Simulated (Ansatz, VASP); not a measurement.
**SrO in VASP and in Ansatz**

```
Sr O
1.0
     0.00000    2.59279    2.57344
     2.59279    0.00000    2.57344
     2.59279    2.59279    0.00000
Sr O
1 1
Direct
  0.00000 0.00000 0.00000
  0.50000 0.50000 0.50000
```

Change from the starting cell: epitaxial_xy strain +0.5%.

Alike in both runs: task single point; functional HSE06; k mesh 6 × 6 × 6; no spin polarisation.

```csv
,VASP,Ansatz
version,VASP 6.6.1,Ansatz 0.2.0
potentials or method,"VASP PAW PBE potentials, release 64 (Sr_sv, O)","plane waves, PAW"
plane-wave cutoff (eV),520,420
occupations,"gaussian, width 0.01 eV",fixed
valence electrons in the cell,16,16
```

VASP gave:

```
gap on the k mesh at the Fermi level (eV)                     : 4.71
pressure (GPa)                                                : -0.5
traceless stress, the component that is largest in VASP (GPa) : 0.62
```

Problem. Which values does Ansatz return?

Solution. gap on the k mesh at the Fermi level (eV): 4.76; pressure (GPa): -1.0; traceless stress, the component that is largest in VASP (GPa): 0.59.

Ansatz's warnings: stress exchange threshold loose, stress scf threshold loose.
